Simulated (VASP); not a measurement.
# Si16C15 (a cell with a defect) in VASP: notebook, part 2 of 2

VASP 6.6.1. The steps go on from the part before.

## 3. Single point, PBE, collinear spin

Contents of INCAR:

```
PREC     = Accurate       # precision mode
ENCUT    = 520            # plane-wave cutoff, eV
EDIFF    = 1E-6           # SCF threshold, eV
ISMEAR   = 0              # smearing method
SIGMA    = 0.01           # smearing width, eV
LREAL    = Auto         
LASPH    = True           # aspherical terms in the spheres
NELM     = 150            # most SCF steps
ALGO     = Normal         # electronic algorithm
ISIF     = 2              # what is computed and relaxed
LWAVE    = False          # write WAVECAR
LCHARG   = False          # write CHGCAR
ISPIN    = 2              # spin polarisation
MAGMOM   = 0.25 0 0 0 0 0 0 0 0.25 0 0.25 0.25 0 0 0 0 0 0 0 0 0 0 0 0 0 0 0 0 0 0 0 # initial moments
LORBIT   = 11             # projections on sites
GGA      = PE             # functional
NBANDS   = 87             # bands
NELECT   = 123.0
```

Contents of KPOINTS:

```
Automatic mesh
0
Gamma
  2 2 2
```

Contents of POSCAR:

```
Si16C15
1.0
   -3.0941201802      5.3591733569      0.0000000000
   -3.0941201803     -5.3591733569      0.0000000000
    0.0000000000      0.0000000000     10.1293392031
Si C
16 15
Direct
    0.8333333333      0.1666666667      0.9424126113
    0.3344841610      0.1689683220      0.9383717665
    0.8310316780      0.6655158390      0.9383717665
    0.3344841610      0.6655158390      0.9383717665
    0.1674365127      0.3337182563      0.4375472056
    0.6662817437      0.3337182563      0.4375472056
    0.1666666667      0.8333333333      0.4390229938
    0.6662817437      0.8325634873      0.4375472056
    0.0044038348      0.5088076695      0.6872145575
    0.5000000000      0.5000000000      0.6862032905
    1.0044038348      0.9955961652      0.6872145575
    0.4911923305      0.9955961652      0.6872145575
   -0.0010223314      0.4979553372      0.1885986778
    0.5000000000      0.5000000000      0.1885857588
    0.9989776686      1.0010223314      0.1885986778
    0.5020446628      1.0010223314      0.1885986778
    0.3349166147      0.1698332295      0.7510603227
    0.8301667705      0.6650833853      0.7510603227
    0.3349166147      0.6650833853      0.7510603227
    0.1665699600      0.3332849800      0.2495612945
    0.6667150200      0.3332849800      0.2495612945
    0.1666666667      0.8333333333      0.2477317506
    0.6667150200      0.8334300400      0.2495612945
   -0.0010730701      0.0010730701      0.5007754768
    0.5021461402      0.0010730701      0.5007754768
   -0.0010730701      0.4978538598      0.5007754768
    0.5000000000      0.5000000000      0.5000379924
   -0.0001674044      0.0001674044     -0.0020733677
    0.5003348089      0.0001674044     -0.0020733677
   -0.0001674044      0.4996651911     -0.0020733677
    0.5000000000      0.5000000000      0.0010223550
```

Potentials or basis: VASP PAW PBE potentials, release 64 (Si, C).

Started as:

```bash
> cat potpaw_PBE.64/Si/POTCAR potpaw_PBE.64/C/POTCAR > POTCAR
> mpirun -np 1 vasp_std > vasp.out
```

OUTCAR:

```text
PREC = Accurate
   ENCUT = 520
   EDIFF = 1E-6
   ISMEAR = 0
   LREAL = Auto
   LASPH = True
   NELM = 150
   ISIF = 2
   ISPIN = 2
   LORBIT = 11
   GGA = PE
   NELECT = 123.0

 ion  position               nearest neighbor table
   1  0.833  0.167  0.942-  29 1.87  30 1.87  28 1.87  16 3.06  13 3.06  15 3.06   2 3.09   3 3.09
                             4 3.09   4 3.09   2 3.09   3 3.09
   2  0.334  0.169  0.938-  31 1.88  28 1.89  29 1.89  17 1.90   3 3.07   4 3.07  14 3.09   1 3.09
                             1 3.09  11 3.10  12 3.10  15 3.11  16 3.11  10 3.11   3 3.12   4 3.12
   3  0.831  0.666  0.938-  31 1.88  28 1.89  30 1.89  18 1.90   4 3.07   2 3.07  14 3.09   1 3.09
                             1 3.09  11 3.10   9 3.10  13 3.11  15 3.11  10 3.11   4 3.12   2 3.12
   4  0.334  0.666  0.938-  31 1.88  30 1.89  29 1.89  19 1.90   3 3.07   2 3.07  14 3.09   1 3.09
                             1 3.09   9 3.10  12 3.10  13 3.11  16 3.11  10 3.11   3 3.12   2 3.12
   5  0.167  0.334  0.438-  27 1.89  24 1.89  26 1.89  20 1.90  10 3.09   6 3.09   8 3.09  14 3.09
                            15 3.09  13 3.09   7 3.09   7 3.09   6 3.10   8 3.10   9 3.11  11 3.11
   6  0.666  0.334  0.438-  27 1.89  26 1.89  25 1.89  21 1.90  10 3.09   5 3.09   8 3.09  14 3.09
                            13 3.09  16 3.09   7 3.09   7 3.09   5 3.10   8 3.10   9 3.11  12 3.11
   7  0.167  0.833  0.439-  25 1.90  26 1.90  24 1.90  22 1.94  12 3.06  11 3.06   9 3.06   8 3.09
                             8 3.09   6 3.09   6 3.09   5 3.09   5 3.09  16 3.11  13 3.11  15 3.11
   8  0.666  0.833  0.438-  27 1.89  24 1.89  25 1.89  23 1.90  10 3.09   5 3.09   6 3.09  14 3.09
                            15 3.09  16 3.09   7 3.09   7 3.09   5 3.10   6 3.10  11 3.11  12 3.11
   9  0.004  0.509  0.687-  19 1.89  18 1.89  26 1.89  12 3.01  11 3.01   7 3.06  10 3.09  10 3.09
[... 16 lines left out ...]
  18  0.830  0.665  0.751-  11 1.89   9 1.89  10 1.89   3 1.90
  19  0.335  0.665  0.751-   9 1.89  12 1.89  10 1.89   4 1.90
  20  0.167  0.333  0.250-  13 1.88  15 1.88  14 1.89   5 1.90
  21  0.667  0.333  0.250-  13 1.88  16 1.88  14 1.89   6 1.90
  22  0.167  0.833  0.248-  16 1.89  13 1.89  15 1.89   7 1.94
  23  0.667  0.833  0.250-  15 1.88  16 1.88  14 1.89   8 1.90
  24  0.999  0.001  0.501-  11 1.89   8 1.89   5 1.89   7 1.90
  25  0.502  0.001  0.501-  12 1.89   6 1.89   8 1.89   7 1.90
  26  0.999  0.498  0.501-   9 1.89   6 1.89   5 1.89   7 1.90
  27  0.500  0.500  0.500-  10 1.89   5 1.89   8 1.89   6 1.89
  28  1.000  0.000  0.998-   1 1.87   2 1.89   3 1.89  15 1.93
  29  0.500  0.000  0.998-   1 1.87   4 1.89   2 1.89  16 1.93
  30  1.000  0.500  0.998-   1 1.87   4 1.89   3 1.89  13 1.93
  31  0.500  0.500  0.001-   3 1.88   4 1.88   2 1.88  14 1.90

  LATTYP: Found a hexagonal cell.
 ALAT       =     6.1882403605
 C/A-ratio  =     1.6368690634

  Lattice vectors:

 A1 = (  -3.0941201802,   5.3591733569,   0.0000000000)
 A2 = (  -3.0941201803,  -5.3591733569,   0.0000000000)
 A3 = (   0.0000000000,   0.0000000000,  10.1293392031)

Analysis of symmetry for initial positions (statically):
=====================================================================
 Subroutine PRICEL returns:
 Original cell was already a primitive cell.

 Routine SETGRP: Setting up the symmetry group for a
 hexagonal supercell.

 Subroutine GETGRP returns: Found  6 space group operations
 (whereof  2 operations were pure point group operations)
 out of a pool of 24 trial point group operations.

The static configuration has the point symmetry C_1h.
 The point group associated with its full space group is C_3v.

Analysis of symmetry for dynamics (positions and initial velocities):
=====================================================================
[... 182 lines left out ...]
     AMIX     =   0.40;   BMIX     =  1.00
     AMIX_MAG =   1.60;   BMIX_MAG =  1.00
  volume/ion in A,a.u.               =      10.84        73.13
  Fermi-wavevector in a.u.,A,eV,Ry     =   1.171191  2.213231 18.662963  1.371689
  Thomas-Fermi vector in A             =   2.307639
   LORBIT       =     11    0 simple, 1 ext, 2 COOP (PROOUT), +10 PAW based schemes
   GGA     = PE    functional components
   LHFCALC =     F    Hartree Fock is set to
   AEXX    =    0.0000 exact exchange contribution
   IVDW    =     0    specifies the selected vdW correction
   LEPSILON=     F    determine dielectric tensor
   LRPA    =     F    only Hartree local field effects (RPA)
 spin polarized calculation
 Gauss-broadening in eV      SIGMA  =   0.01
  energy-cutoff  :      520.00
  volume of cell :      335.93
 maximum number of plane-waves:      9074
 NGX is ok and might be reduce to    48
   NGX = 23   NGY = 23   NGZ = 37

 number of electron     123.0000002 magnetization       0.5000161

 Free energy of the ion-electron system (eV)
  ---------------------------------------------------
  ext. energy  EPLUGINS =         0.00000000
  ---------------------------------------------------
  free energy    TOTEN  =      -236.33261290 eV

  energy without entropy =     -236.33164877  energy(sigma->0) =     -236.33213083

 E-fermi :   8.5684     XC(G=0): -11.1490

 val. band max:        8.5653553180   @ k =   0.5000   0.0000   0.0000
 cond. band min:       8.7757328312   @ k =   0.5000   0.0000   0.5000
 fundamental gap:      0.2103775132
 Fermi energy:         8.5684010199

 spin component 1

 k-point     1 :       0.0000    0.0000    0.0000
  band No.  band energies     occupation
      1      -7.4238      1.00000
      2      -6.3661      1.00000
      3      -6.1502      1.00000
      4      -4.1983      1.00000
      5      -4.1983      1.00000
      6      -4.1106      1.00000
[... 293 lines left out ...]
     72      12.1230      0.00000
     73      13.2639      0.00000
 Fermi energy:         8.5684010199

 spin component 2

 k-point     1 :       0.0000    0.0000    0.0000
  band No.  band energies     occupation
      1      -7.4110      1.00000
      2      -6.3583      1.00000
      3      -6.1312      1.00000
      4      -4.1855      1.00000
      5      -4.1855      1.00000
      6      -4.1043      1.00000
[... 293 lines left out ...]
     72      12.1389      0.00000
     73      13.2844      0.00000
 [bands above 73 left out]

------------------------ aborting loop because EDIFF is reached ----------------------------------------

  FORCE on cell =-STRESS in cart. coord.  units (eV):
  Direction    XX          YY          ZZ          XY          YZ          ZX
  --------------------------------------------------------------------------------------
  -------------------------------------------------------------------------------------
  Total       -9.7227160     -9.7227160    -16.1935072     -0.0000000      0.0000000      0.0000000
  in kB      -46.3716009    -46.3716009    -77.2334452     -0.0000000      0.0000000      0.0000000
  external PRESSURE =     -56.6588823 kB  Pullay stress =       0.0000000 kB

 VOLUME and BASIS-vectors are now :
 -----------------------------------------------------------------------------
  energy-cutoff  :      520.00
  volume of cell :      335.93
      direct lattice vectors                 reciprocal lattice vectors
    -3.094120180  5.359173357  0.000000000    -0.161596826  0.093297971  0.000000000
    -3.094120180 -5.359173357  0.000000000    -0.161596826 -0.093297971  0.000000000
     0.000000000  0.000000000 10.129339203     0.000000000  0.000000000  0.098723123

 POSITION                                       TOTAL-FORCE (eV/Angst)
 -----------------------------------------------------------------------------------
     -3.09412      3.57278      9.54602        -0.000000     -0.000000      0.041617
     -1.55774      0.88703      9.50509         0.001294      0.000747      0.011671
     -4.63050      0.88703      9.50509        -0.001294      0.000747      0.011671
     -3.09412     -1.77406      9.50509        -0.000000     -0.001494      0.011671
     -1.55063     -0.89113      4.43206         0.001966     -0.001135     -0.007366
     -3.09412      1.78227      4.43206         0.000000      0.002270     -0.007366
[... 23 lines left out ...]
     -4.63963      2.68048     10.10834        -0.001794     -0.001036      0.001451
     -3.09412      0.00000      0.01036        -0.000000     -0.000000      0.003166
 -----------------------------------------------------------------------------------
    total drift:                                0.000000      0.000002      0.078967

  FREE ENERGIE OF THE ION-ELECTRON SYSTEM (eV)
  ---------------------------------------------------
  free  energy   TOTEN  =      -236.3326129047 eV

  energy  without entropy=     -236.3316487652  energy(sigma->0) =     -236.33213083

 total charge

# of ion       s       p       d       tot
------------------------------------------
    1        0.723   0.883   0.000   1.606
    2        0.701   0.960   0.000   1.661
    3        0.701   0.960   0.000   1.661
    4        0.701   0.960   0.000   1.661
    5        0.700   0.954   0.000   1.654
    6        0.700   0.954   0.000   1.654
[... 23 lines left out ...]
   30        0.834   1.684   0.000   2.518
   31        0.831   1.706   0.000   2.537
--------------------------------------------------
tot         23.861  40.275   0.000  64.136

 magnetization (x)

# of ion       s       p       d       tot
------------------------------------------
    1       -0.001  -0.004   0.000  -0.005
    2        0.000   0.001   0.000   0.001
    3        0.000   0.001   0.000   0.001
    4        0.000   0.001   0.000   0.001
    5        0.000  -0.000   0.000   0.000
    6        0.000  -0.000   0.000   0.000
[... 23 lines left out ...]
   30        0.000   0.003   0.000   0.003
   31       -0.000  -0.000   0.000  -0.000
--------------------------------------------------
tot          0.076   0.139   0.000   0.216
```

It took 5.3 min on 1 thread of AMD EPYC 9R45 (Zen 5), shared host; peak memory 0.59 GiB.

Results:

```yaml
Free_energy: -236.3326 eV
Largest_force: 0.063 eV/Å
Net_moment: 0.50 μB per cell
Site_moments: Si -0.01, +0.00, +0.01, +0.06; C -0.00, +0.02, +0.01, +0.00 μB
Valence_electrons_inside_the_program's_atomic_spheres: Si 1.61, 1.66, 1.65, 1.63, 1.62; C 2.52, 2.53, 2.51, 2.54
```

Forces on the atoms (eV/Å):
```
Si   0.000  0.000  0.042
Si   0.001  0.001  0.012
Si  -0.001  0.001  0.012
Si   0.000 -0.001  0.012
Si   0.002 -0.001 -0.007
Si   0.000  0.002 -0.007
Si   0.000  0.000 -0.063
Si  -0.002 -0.001 -0.007
Si  -0.018 -0.011 -0.028
Si   0.000  0.000 -0.016
Si   0.000  0.021 -0.028
Si   0.018 -0.011 -0.028
Si  -0.013 -0.007  0.006
Si   0.000  0.000 -0.002
Si   0.000  0.015  0.006
Si   0.013 -0.007  0.006
C   -0.004 -0.002  0.005
C    0.004 -0.002  0.005
C    0.000  0.004  0.005
C    0.001 -0.001  0.003
C    0.000  0.001  0.003
C    0.000  0.000  0.060
C   -0.001 -0.001  0.003
C    0.000  0.011 -0.001
C    0.009 -0.005 -0.001
C   -0.009 -0.005 -0.001
C    0.000  0.000  0.004
C    0.000  0.002  0.001
C    0.002 -0.001  0.001
C   -0.002 -0.001  0.001
C    0.000  0.000  0.003
```

Caveat: the k points lie up to 0.59 Å⁻¹ apart; the cell carries a net charge on a neutralising background, which shifts energy and pressure; the cell is charged against a uniform background, so pressure and absolute levels hang on convention.

## 4. Single point, PBE, collinear spin

Contents of INCAR:

```
SYSTEM = Si16C15
PREC = Accurate
ENCUT = 520
EDIFF = 1E-6
ISMEAR = 0
SIGMA = 0.01
LREAL = Auto
LASPH = .True.
NELM = 150
ALGO = Normal
ISIF = 2
LWAVE = .False.
LCHARG = .False.
ISPIN = 2
MAGMOM = 0.25 0 0 0 0 0 0 0 0.25 0 0.25 0.25 0 0 0 0 0 0 0 0 0 0 0 0 0 0 0 0 0 0 0
LORBIT = 11
GGA = PE
NBANDS = 87
NELECT = 121.0
```

Contents of KPOINTS:

```
regular mesh
0
Gamma
  2 2 2
  0 0 0
```

Contents of POSCAR:

```
Si16C15
1.0
   -3.0941201802      5.3591733569      0.0000000000
   -3.0941201803     -5.3591733569      0.0000000000
    0.0000000000      0.0000000000     10.1293392031
Si C
16 15
Direct
    0.8333333333      0.1666666667      0.9524364675
    0.3344975783      0.1689951567      0.9382053331
    0.8310048433      0.6655024217      0.9382053331
    0.3344975783      0.6655024217      0.9382053331
    0.1681794452      0.3340897226      0.4369563484
    0.6659102774      0.3340897226      0.4369563484
    0.1666666667      0.8333333333      0.4390129998
    0.6659102774      0.8318205548      0.4369563484
    0.0086548278      0.5173096555      0.6845839176
    0.5000000000      0.5000000000      0.6856941757
    1.0086548278      0.9913451722      0.6845839176
    0.4826903445      0.9913451722      0.6845839176
   -0.0006308646      0.4987382709      0.1874836721
    0.5000000000      0.5000000000      0.1861194064
    0.9993691354      1.0006308646      0.1874836721
    0.5012617291      1.0006308646      0.1874836721
    0.3348888444      0.1697776889      0.7508979976
    0.8302223111      0.6651111556      0.7508979976
    0.3348888444      0.6651111556      0.7508979976
    0.1664579766      0.3332289883      0.2505495734
    0.6667710117      0.3332289883      0.2505495734
    0.1666666667      0.8333333333      0.2499707105
    0.6667710117      0.8335420234      0.2505495734
   -0.0017005461      0.0017005461      0.5010134704
    0.5034010922      0.0017005461      0.5010134704
   -0.0017005461      0.4965989078      0.5010134704
    0.5000000000      0.5000000000      0.5002260504
    0.0005166866     -0.0005166866     -0.0016408181
    0.4989666268     -0.0005166866     -0.0016408181
    0.0005166866      0.5010333732     -0.0016408181
    0.5000000000      0.5000000000      0.0005762603
```

Started as:

```bash
> cat potpaw_PBE.64/Si/POTCAR potpaw_PBE.64/C/POTCAR > POTCAR
> mpirun -np 1 vasp_std > vasp.out
```

Run time: 5.9 min. Hardware: 1 thread of AMD EPYC 9R45 (Zen 5), shared host; peak memory 0.6 GiB.

It converged, with:

* Free energy: -252.4659 eV
* Largest force: 0.026 eV/Å
* Net moment: 0.00 μB per cell
* Valence electrons inside the program's atomic spheres: Si 1.61, 1.64, 1.58, 1.62, 1.63; C 2.51, 2.50, 2.48, 2.52

Forces on the atoms (eV/Å):
```
Si   0.000  0.000 -0.018
Si   0.002  0.001 -0.002
Si  -0.002  0.001 -0.002
Si   0.000 -0.002 -0.002
Si   0.002 -0.001 -0.004
Si   0.000  0.002 -0.004
Si   0.000  0.000  0.003
Si  -0.002 -0.001 -0.004
Si  -0.020 -0.011 -0.013
Si   0.000  0.000 -0.008
Si   0.000  0.023 -0.013
Si   0.020 -0.011 -0.013
Si   0.006  0.003  0.001
Si   0.000  0.000  0.010
Si   0.000 -0.007  0.001
Si  -0.006  0.003  0.001
C   -0.002 -0.001  0.018
C    0.002 -0.001  0.018
C    0.000  0.003  0.018
C    0.000  0.000 -0.009
C    0.000  0.000 -0.009
C    0.000  0.000 -0.008
C    0.000  0.000 -0.009
C    0.000 -0.006  0.001
C   -0.005  0.003  0.001
C    0.005  0.003  0.001
C    0.000  0.000  0.004
C    0.000  0.003  0.016
C    0.002 -0.001  0.016
C   -0.002 -0.001  0.016
C    0.000  0.000 -0.008
```

Levels at points of the mesh, in eV from the Fermi level:
Spin up:
```csv
k point,band 56,band 57,band 58,band 59,band 60,band 61,band 62,band 63,band 64,band 65
"(0.00, 0.00, 0.00)",-0.46,-0.23,-0.23,-0.09,0.30,0.30,2.03,2.92,2.92,3.04
"(0.50, 0.00, 0.00)",-1.14,-0.95,-0.51,-0.48,-0.28,-0.12,1.06,2.43,3.44,4.16
"(0.00, 0.00, 0.50)",-0.55,-0.55,-0.16,-0.16,0.26,0.26,1.64,3.24,3.24,3.26
"(0.50, 0.00, 0.50)",-0.88,-0.83,-0.56,-0.48,-0.39,-0.19,1.22,2.73,3.31,4.36
```
Spin down:
```tsv
k point	band 56	band 57	band 58	band 59	band 60	band 61	band 62	band 63	band 64	band 65
(0.00, 0.00, 0.00)	-0.46	-0.23	-0.23	-0.09	0.30	0.30	2.03	2.92	2.92	3.04
(0.50, 0.00, 0.00)	-1.14	-0.95	-0.51	-0.48	-0.28	-0.12	1.06	2.43	3.44	4.16
(0.00, 0.00, 0.50)	-0.55	-0.55	-0.16	-0.16	0.26	0.26	1.64	3.24	3.24	3.26
(0.50, 0.00, 0.50)	-0.88	-0.83	-0.56	-0.48	-0.39	-0.19	1.22	2.73	3.31	4.36
```

Caveat: the k points lie up to 0.59 Å⁻¹ apart; the cell carries a net charge on a neutralising background, which shifts energy and pressure; the cell is charged against a uniform background, so pressure and absolute levels hang on convention.
